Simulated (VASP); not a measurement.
# LiTi8O16 (a cell with a defect) in VASP: single point with PBE

Aim: the single point of LiTi8O16 (a cell with a defect) with PBE.

Everything below comes from runs of VASP 6.6.1. Logs are shortened: lines on timing, memory, paths and dates and some standing lists are left out, and cuts for length are marked.

## 1. The cell of the first run

The cell holds a defect, 25 atoms: a = 7.597 Å, b = 7.597 Å, c = 5.545 Å, α = 110.03°, β = 110.03°, γ = 90.00°.

## 2. Single point, PBE

The input, INCAR:

```
SYSTEM = LiTi8O16
PREC = Accurate
ENCUT = 650
EDIFF = 1E-6
ISMEAR = -1
SIGMA = 0.01
LREAL = Auto
LASPH = .True.
NELM = 120
ALGO = Normal
ISIF = 2
LWAVE = .False.
LCHARG = .False.
GGA = PE
NELECT = 194.0
NBANDS = 116
GGA_COMPAT = .False.
ISYM = -1
```

The input, KPOINTS:

```
explicit points
1
Reciprocal
  0.25000000   0.25000000   0.25000000 1
```

The input, POSCAR:

```
LiTi8O16
1.0
    0.0000000000     -7.5970067500      0.0000000000
    7.5970067500      0.0000000000      0.0000000000
   -1.8992516900      1.8992516900      4.8515712600
Ti O Li
8 16 1
Direct
   -0.0053995071      0.0091884752     -0.0075140605
    0.3759509215      0.1071844103      0.4743166444
   -0.0041043014      0.5168275774      0.0128527433
    0.3774511650      0.6148874421      0.4948170132
    0.4945508372      0.0061355808     -0.0196208599
    0.8637090634      0.1121241053      0.4838413937
    0.5083508787      0.5119857314      0.0035561675
    0.8773391684      0.6178056356      0.5066319483
    0.4500288561      0.2266400853      0.8940017095
    0.0998356436      0.0943554590      0.4053270363
    0.2686149995      0.0139569396      0.0739069841
    0.3805316787      0.3952002191      0.5843579014
    0.4841350364      0.7283060713      0.9078528922
    0.1033936948      0.6103433563      0.4132314858
    0.2721824675      0.5294461589      0.0817258943
    0.4088985474      0.8939370792      0.5760853237
    0.9910301209      0.2289424737      0.9029569525
    0.6008110958      0.1116169799      0.4036378928
    0.7673485143      0.0383232307      0.0775641498
    0.9221100158      0.3973878284      0.5929114190
    0.9631192138      0.7299267134      0.9109988833
    0.6046686882      0.5855196990      0.4097825000
    0.7711524449      0.5123344572      0.0834735755
    0.8879588292      0.8956550182      0.5793819877
    0.1859438348      0.3124853836      0.7423005470
```

Potentials or basis: VASP PAW PBE potentials, release 64 (Ti_sv, O, Li_sv).

Started as:

```
$ cat potpaw_PBE.64/Ti_sv/POTCAR potpaw_PBE.64/O/POTCAR potpaw_PBE.64/Li_sv/POTCAR > POTCAR
$ mpirun -np 1 vasp_std > vasp.out
```

OUTCAR:

```text
SYSTEM = LiTi8O16
   PREC = Accurate
   ENCUT = 650
   EDIFF = 1E-6
   ISMEAR = -1
   LREAL = Auto
   LASPH = .True.
   NELM = 120
   ISIF = 2
   GGA = PE
   NELECT = 194.0
   ISYM = -1

 ion  position               nearest neighbor table
   1  0.995  0.009  0.992-  17 1.90  19 1.93  11 1.97  24 2.01  10 2.01  21 2.01
   2  0.376  0.107  0.474-  16 1.88  18 1.88  11 1.94  10 2.00   9 2.05  12 2.06  25 2.57
   3  0.996  0.517  0.013-  21 1.88  23 1.88  14 1.94  15 2.00  20 2.05  17 2.06  25 2.58
   4  0.377  0.615  0.495-  12 1.90  22 1.93  14 1.97  13 2.01  16 2.01  15 2.01
   5  0.495  0.006  0.980-   9 1.89  19 1.95  11 1.95  16 1.97  13 2.00  18 2.05
   6  0.864  0.112  0.484-  24 1.88  18 1.89  10 1.98  19 1.98  17 2.04  20 2.04  25 2.54
   7  0.508  0.512  0.004-  13 1.88  23 1.89  15 1.98  22 1.98  12 2.04   9 2.04  25 2.54
   8  0.877  0.618  0.507-  20 1.89  22 1.95  14 1.95  21 1.97  24 2.00  23 2.05
   9  0.450  0.227  0.894-   5 1.89   7 2.04   2 2.05  25 2.09
  10  0.100  0.094  0.405-  25 1.93   6 1.98   2 2.00   1 2.01
  11  0.269  0.014  0.074-   2 1.94   5 1.95   1 1.97
  12  0.381  0.395  0.584-   4 1.90   7 2.04   2 2.06  25 2.15
  13  0.484  0.728  0.908-   7 1.88   5 2.00   4 2.01
  14  0.103  0.610  0.413-   3 1.94   8 1.95   4 1.97
  15  0.272  0.529  0.082-  25 1.93   7 1.98   3 2.00   4 2.01
  16  0.409  0.894  0.576-   2 1.88   5 1.97   4 2.01
  17  0.991  0.229  0.903-   1 1.90   6 2.04   3 2.06  25 2.16
  18  0.601  0.112  0.404-   2 1.88   6 1.89   5 2.05
  19  0.767  0.038  0.078-   1 1.93   5 1.95   6 1.98
  20  0.922  0.397  0.593-   8 1.89   6 2.04   3 2.05  25 2.09
  21  0.963  0.730  0.911-   3 1.88   8 1.97   1 2.01
  22  0.605  0.586  0.410-   4 1.93   8 1.95   7 1.98
  23  0.771  0.512  0.083-   3 1.88   7 1.89   8 2.05
  24  0.888  0.896  0.579-   6 1.88   8 2.00   1 2.01
  25  0.186  0.312  0.742-  10 1.93  15 1.93  20 2.09   9 2.09  12 2.15  17 2.16   7 2.54   6 2.54
                             2 2.57   3 2.58

IMPORTANT INFORMATION: All symmetrisations will be switched off!
NOSYMM: (Re-)initialisation of all symmetry stuff for point group C_1.

----------------------------------------------------------------------------------------

                                     Primitive cell

  volume of cell :     280.0061

  direct lattice vectors                    reciprocal lattice vectors
     0.000000000 -7.597006750  0.000000000     0.000000000 -0.131630790  0.051529698
     7.597006750  0.000000000  0.000000000     0.131630790  0.000000000  0.051529698
    -1.899251690  1.899251690  4.851571260     0.000000000  0.000000000  0.206118790

  length of vectors
     7.597006750  7.597006750  5.545453783     0.141357613  0.141357613  0.206118790

  position of ions in fractional coordinates (direct lattice)
     0.994600493  0.009188475  0.992485939
     0.375950921  0.107184410  0.474316644
     0.995895699  0.516827577  0.012852743
     0.377451165  0.614887442  0.494817013
     0.494550837  0.006135581  0.980379140
     0.863709063  0.112124105  0.483841394
[... 17 lines left out ...]
     0.887958829  0.895655018  0.579381988
     0.185943835  0.312485384  0.742300547

  ion indices of the primitive-cell ions
   primitive index   ion index
                 1           1
                 2           2
                 3           3
                 4           4
                 5           5
                 6           6
[... 17 lines left out ...]
                24          24
                25          25

----------------------------------------------------------------------------------------

 KPOINTS: explicit points

Read explicit list of k-points.

 Found      1 k-points:

 Following reciprocal coordinates:
            Coordinates               Weight
  0.250000  0.250000  0.250000      1.000000
   k-points           NKPTS =      1   k-points in BZ     NKDIM =      1   number of bands    NBANDS=    116
   number of dos      NEDOS =    301   number of ions     NIONS =     25
   total plane-waves  NPLWV = 196608
   dimension x,y,z NGX =    64 NGY =   64 NGZ =   48
   dimension x,y,z NGXF=   128 NGYF=  128 NGZF=   96
   ions per type =               8  16   1
   NGX,Y,Z   is equivalent  to a cutoff of  14.01, 14.01, 14.39 a.u.
   NGXF,Y,Z  is equivalent  to a cutoff of  28.01, 28.01, 28.78 a.u.
 SYSTEM =  LiTi8O16
   PREC   = accura    normal or accurate (medium, high low for compatibility)
   ISTART =      0    job   : 0-new  1-cont  2-samecut
   ICHARG =      2    charge: 1-file 2-atom 10-const
   ISPIN  =      1    spin polarized calculation?
   LNONCOLLINEAR =      F non collinear calculations
   LSORBIT =      F    spin-orbit coupling
   LASPH  =      T    aspherical Exc in radial PAW
   ENCUT  =  650.0 eV  47.77 Ry    6.91 a.u.  15.79 15.79 11.53*2*pi/ulx,y,z
   NELM   =    120;   NELMIN=  2; NELMDL= -5     # of ELM steps
   EDIFF  = 0.1E-05   stopping-criterion for ELM
   LREAL  =      T    real-space projection
   EDIFFG = 0.1E-04   stopping-criterion for IOM
   NSW    =      0    number of steps for IOM
   IBRION =     -1    ionic relax: 0-MD 1-quasi-New 2-CG
   NFREE  =      0    steps in history (QN), initial steepest desc. (CG)
   ISIF   =      2    stress and relaxation
   ISYM   =     -1    0-nonsym 1-usesym 2-fastsym
   POTIM  = 0.5000    time-step for ionic-motion
   TEBEG  =    0.0;   TEEND  =   0.0 temperature during run
   PSTRESS=    0.0 pullay stress
   NELECT =     194.0000    total number of electrons
   NUPDOWN=      -1.0000    fix difference up-down
   EMIN   =  10.00;   EMAX   =-10.00  energy-range for DOS
   EFERMI =   0.00;   METHOD = LEGACY
   ISMEAR =    -1;   SIGMA  =   0.01  broadening in eV -4-tet -1-fermi 0-gaus
   EFERMI_NEDOS =   21; number of points for ismear=-14 and -15
   IALGO  =     38    algorithm
   IMIX   =      4    mixing-type and parameters
     AMIX     =   0.40;   BMIX     =  1.00
     AMIX_MAG =   1.60;   BMIX_MAG =  1.00
  volume/ion in A,a.u.               =      11.20        75.58
  Fermi-wavevector in a.u.,A,eV,Ry     =   1.448615  2.737485 28.551621  2.098485
  Thomas-Fermi vector in A             =   2.566436
   LORBIT       =      0    0 simple, 1 ext, 2 COOP (PROOUT), +10 PAW based schemes
   GGA     = PE    functional components
   LHFCALC =     F    Hartree Fock is set to
   AEXX    =    0.0000 exact exchange contribution
   IVDW    =     0    specifies the selected vdW correction
   LEPSILON=     F    determine dielectric tensor
   LRPA    =     F    only Hartree local field effects (RPA)
 non-spin polarized calculation
  energy-cutoff  :      650.00
  volume of cell :      280.01
 maximum number of plane-waves:     10548
 NGX is ok and might be reduce to    64
   NGX = 31   NGY = 31   NGZ = 23

 number of electron     194.0000008 magnetization

 Free energy of the ion-electron system (eV)
  ---------------------------------------------------
  ext. energy  EPLUGINS =         0.00000000
  ---------------------------------------------------
  free energy    TOTEN  =      -224.54104175 eV

  energy without entropy =     -224.54104175  energy(sigma->0) =     -224.54104175

 E-fermi :   3.4939     XC(G=0): -10.6621

 val. band max:        3.1074776971   @ k =   0.2500   0.2500   0.2500
 cond. band min:       6.0128779444   @ k =   0.2500   0.2500   0.2500
 fundamental gap:      2.9054002473
 Fermi energy:         3.4938708738

 k-point     1 :       0.2500    0.2500    0.2500
  band No.  band energies     occupation
      1     -53.0833      2.00000
      2     -53.0826      2.00000
      3     -53.0690      2.00000
      4     -53.0676      2.00000
      5     -53.0240      2.00000
      6     -53.0232      2.00000
[... 101 lines left out ...]
    108       6.8624      0.00000
    109       6.9062      0.00000
 [bands above 109 left out]

------------------------ aborting loop because EDIFF is reached ----------------------------------------

  FORCE on cell =-STRESS in cart. coord.  units (eV):
  Direction    XX          YY          ZZ          XY          YZ          ZX
  --------------------------------------------------------------------------------------
  -------------------------------------------------------------------------------------
  Total       -8.0831023     -1.7912178     -6.7703450     -0.8237402      0.8908367     -0.8993456
  in kB      -46.2510097    -10.2492373    -38.7394941     -4.7133903      5.0973124     -5.1459996
  external PRESSURE =     -31.7465804 kB  Pullay stress =       0.0000000 kB

 VOLUME and BASIS-vectors are now :
 -----------------------------------------------------------------------------
  energy-cutoff  :      650.00
  volume of cell :      280.01
      direct lattice vectors                 reciprocal lattice vectors
     0.000000000 -7.597006750  0.000000000     0.000000000 -0.131630790  0.051529698
     7.597006750  0.000000000  0.000000000     0.131630790  0.000000000  0.051529698
    -1.899251690  1.899251690  4.851571260     0.000000000  0.000000000  0.206118790

 POSITION                                       TOTAL-FORCE (eV/Angst)
 -----------------------------------------------------------------------------------
     -1.81518     -5.67101      4.81512        -0.017834      0.011183     -0.020147
     -0.08657     -1.95525      2.30118         0.039093     -0.008904     -0.009545
      3.90193     -7.54142      0.06236        -0.051156     -0.024834     -0.024303
      3.73152     -1.92772      2.40064         0.024984      0.011027     -0.023319
     -1.81537     -1.89512      4.75638        -0.010942     -0.013092      0.044458
     -0.06713     -5.64267      2.34739         0.025159      0.006388      0.030207
[... 17 lines left out ...]
      5.70390     -5.64544      2.81091        -0.022440     -0.000034     -0.027580
      0.96414     -0.00280      3.60132         0.013855      0.007253      0.009547
 -----------------------------------------------------------------------------------
    total drift:                                0.010628      0.003081     -0.025558

  FREE ENERGIE OF THE ION-ELECTRON SYSTEM (eV)
  ---------------------------------------------------
  free  energy   TOTEN  =      -224.5410417534 eV

  energy  without entropy=     -224.5410417534  energy(sigma->0) =     -224.54104175
```

Wall time 1.9 min (1 thread of Intel Xeon Platinum 8375C at 2.90GHz (Ice Lake), shared host); peak memory 0.45 GiB.

What came out:

- Free energy: -224.5410 eV
- Largest force: 0.062 eV/Å

Forces on the atoms (eV/Å):
```
Ti  -0.018  0.011 -0.020
Ti   0.039 -0.009 -0.010
Ti  -0.051 -0.025 -0.024
Ti   0.025  0.011 -0.023
Ti  -0.011 -0.013  0.044
Ti   0.025  0.006  0.030
Ti  -0.057  0.021 -0.002
Ti   0.041 -0.009 -0.018
O    0.017  0.010  0.006
O   -0.002 -0.011  0.017
O   -0.007  0.016 -0.028
O   -0.042  0.001 -0.003
O    0.032  0.001  0.029
O    0.002 -0.011  0.025
O    0.001  0.011 -0.007
O   -0.025 -0.005 -0.027
O    0.031 -0.006 -0.002
O    0.001  0.002  0.019
O    0.007 -0.003 -0.025
O   -0.034 -0.012 -0.002
O    0.042  0.005  0.028
O   -0.007  0.001  0.020
O   -0.002  0.000 -0.009
O   -0.022  0.000 -0.028
Li   0.014  0.007  0.010
```

Caveat: the cell carries a net charge on a neutralising background, which shifts energy and pressure; the cell is charged against a uniform background, so pressure and absolute levels hang on convention.
